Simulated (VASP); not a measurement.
CsPbCl3:

```
CELL_PARAMETERS angstrom
5.64212 0.00000 0.00000
0.00000 5.64212 0.00000
0.00000 0.00000 5.64212
ATOMIC_POSITIONS crystal
Pb 0.50000 0.50000 0.50000
Cs 0.00000 0.00000 0.00000
Cl 0.50000 0.00000 0.50000
Cl 0.00000 0.50000 0.50000
Cl 0.50000 0.50000 0.00000
```

This cell differs from its parent crystal: volume scaled by 1.02.

Base run:

| Item | Value |
| --- | --- |
| Program | VASP 6.6.1 |
| Functional | PBEsol |
| Potentials or basis | VASP PAW PBE potentials, release 64 (Pb_d, Cs_sv, Cl) |
| Cutoff | 520 eV |
| k mesh | 5 × 5 × 5 |
| Occupations | fermi-dirac, width 0.05 eV |
| Spin | no spin polarisation |

Its results: band gap on the k mesh 2.90 eV, direct; pressure -0.4 GPa.

Task: The run is repeated on the same cell with these changes: functional from PBEsol to PBE. What comes out?

Result: Band gap on the k mesh 3.01 eV, direct; pressure 1.1 GPa.

PBE binds less tightly than PBEsol, so the same cell stands under more pressure.

Caveats: spin-orbit coupling is left out, which moves the levels of the heavy elements; the PAW data sets were made with another functional, which shifts forces and pressure a little (some runs).

A k mesh can miss the band edges.
